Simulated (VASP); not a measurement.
The system is CuO.

```
Cu O
1.0
     2.31296   -1.69024    0.00000
     2.31296    1.69024    0.00000
    -0.84892    0.00000    4.99106
Cu O
2 2
Direct
  0.00320 0.49680 0.00000
  0.49680 0.00320 0.50000
  0.57140 0.40560 0.25370
  0.40560 0.57140 0.75370
```

Base run:

* Program: VASP 6.6.1
* Functional: RPBE
* Potentials or basis: VASP PAW PBE potentials, release 64 (Cu, O)
* Cutoff: 520 eV
* k mesh: 10 × 10 × 5
* Occupations: fermi-dirac, width 0.05 eV
* Spin: no spin polarisation

Its results: band gap on the k mesh zero (band 17 reaches 6.70 eV, above the bottom of band 18 at 6.10 eV); pressure 20.7 GPa; largest force 0.946 eV/Å.

**Question.** The run is repeated on the same cell with these changes: functional from RPBE to PBE; further incar settings from ALGO = Normal; EDIFF = 1e-07; NBANDS = 25 to ALGO = Normal; EDIFF = 1e-06; NBANDS = 25. What comes out?

**Answer.** Band gap on the k mesh zero (band 17 reaches 6.52 eV, above the bottom of band 18 at 5.92 eV); pressure 14.9 GPa; largest force 0.921 eV/Å.

Caveats: semilocal functionals often make such compounds metallic where correlation or magnetic order opens a gap, which also shifts bond lengths; the PAW data sets were made with another functional, which shifts forces and pressure a little (some runs).
